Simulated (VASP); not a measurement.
Set up this calculation in VASP 6.6.1, as the native input.

| Quantity | Value |
| --- | --- |
| Task | single point |
| Functional | r2SCAN |
| Potentials or basis | VASP PAW PBE potentials, release 64 (Cs_sv, Sn_d, I) |
| Cutoff | 520 eV |
| k mesh | 4 × 4 × 4 |
| Occupations | gaussian, width 0.01 eV |
| Spin | no spin polarisation |
| Dipole correction | no |
| Further INCAR settings | ALGO = Normal; EDIFF = 1e-06; NBANDS = 30 |

Crystal: CsSnI3.

```xyz
5
Lattice="6.2415 0.0000 0.0000 0.0000 6.2415 0.0000 0.0000 0.0000 6.2415" Properties=species:S:1:pos:R:3 pbc="T T T"
Cs    0.0000    0.0000    0.0000
Sn    3.1207    3.1207    3.1207
I     3.1207    3.1207    0.0000
I     3.1207    0.0000    3.1207
I     0.0000    3.1207    3.1207
```

These files were run (other wordings do the same):

POSCAR

```
CsSnI3
1.0
    6.2414907984      0.0000000000      0.0000000000
    0.0000000000      6.2414907984      0.0000000000
    0.0000000000      0.0000000000      6.2414907984
Cs Sn I
1 1 3
Direct
    0.0000000000      0.0000000000      0.0000000000
    0.5000000000      0.5000000000      0.5000000000
    0.5000000000      0.5000000000      0.0000000000
    0.5000000000      0.0000000000      0.5000000000
    0.0000000000      0.5000000000      0.5000000000
```

INCAR.step1

```
PREC = Accurate ; ENCUT = 520
ISMEAR = 0 ; SIGMA = 0.01
LREAL = False ; LASPH = True
NELM = 60 ; NBANDS = 30
GGA = PE ; ALGO = Normal
EDIFF = 1E-4 ; LWAVE = True
LCHARG = False
```

INCAR.step2

```
PREC = Accurate ; ENCUT = 520
EDIFF = 1E-6 ; ISMEAR = 0
SIGMA = 0.01 ; LREAL = False
LASPH = True ; NELM = 60
ALGO = Normal ; ISIF = 2
LWAVE = False ; LCHARG = False
METAGGA = R2SCAN ; LMIXTAU = True
NBANDS = 30 ; ISTART = 1
```

KPOINTS

```
Automatic mesh
0
Gamma
  4 4 4
```

Potentials or basis: VASP PAW PBE potentials, release 64 (Cs_sv, Sn_d, I).

The run is started by

```bash
$ cat potpaw_PBE.64/Cs_sv/POTCAR potpaw_PBE.64/Sn_d/POTCAR potpaw_PBE.64/I/POTCAR > POTCAR
$ cp INCAR.step1 INCAR
$ mpirun -np 1 vasp_std > vasp.out
$ cp INCAR.step2 INCAR
$ mpirun -np 1 vasp_std > vasp.out
```

Results of the run:

* Pressure: 0.0 GPa
* Band gap on the k mesh: 0.50 eV

Caveat: semilocal functionals underestimate gaps, and a narrow one can read as zero; the PAW data sets were made with another functional, which shifts forces and pressure a little; spin-orbit coupling is left out, which moves the levels of the heavy elements.

Run time: 8.1 min on 1 thread of Intel Xeon 8259CL, on a shared host, peak memory 0.4 GiB.
